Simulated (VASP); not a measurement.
Input of a VASP 6.6.1 run:

Contents of INCAR:

```
SYSTEM = MoSe2
ALGO = Normal ; DIPOL = 0.5 0.5 0.500
EDIFF = 1E-6 ; ENCUT = 520
GGA = PE ; IDIPOL = 3
ISIF = 2 ; ISMEAR = -1
LASPH = .True. ; LCHARG = .True.
LDIPOL = .True. ; LELF = .True.
LREAL = .False. ; LVACPOTAV = .True.
LVHAR = .True. ; LWAVE = .False.
NBANDS = 35 ; NELM = 60
PREC = Accurate ; SIGMA = 0.05
```

The input KPOINTS:

```
k-points
0
Gamma
  9 9 1
  0 0 0
```

Contents of POSCAR:

```
MoSe2
1.0
    3.3203649265      0.0000000000      0.0000000000
   -1.6601824632      2.8755203762      0.0000000000
    0.0000000000      0.0000000000     35.8988413755
Se Mo
4 2
Direct
    0.3333333300      0.6666666600      0.2089203917
    0.3333333300      0.6666666600      0.3010567528
    0.3333333300      0.6666666600      0.6989432472
    0.3333333300      0.6666666600      0.7910796083
    0.0000000000      0.0000000000      0.2549885722
    0.0000000000      0.0000000000      0.7450114278
```

Potentials or basis: VASP PAW PBE potentials, release 64 (Se, Mo_sv).

Command:

```sh
$ cat potpaw_PBE.64/Se/POTCAR potpaw_PBE.64/Mo_sv/POTCAR > POTCAR
$ mpirun -np 1 vasp_std > vasp.out
```

(1) What does it give for the largest force?

(2) Estimate the band gap on the k mesh.

Results:

(1) 0.280 eV/Å.

(2) 1.43 eV.
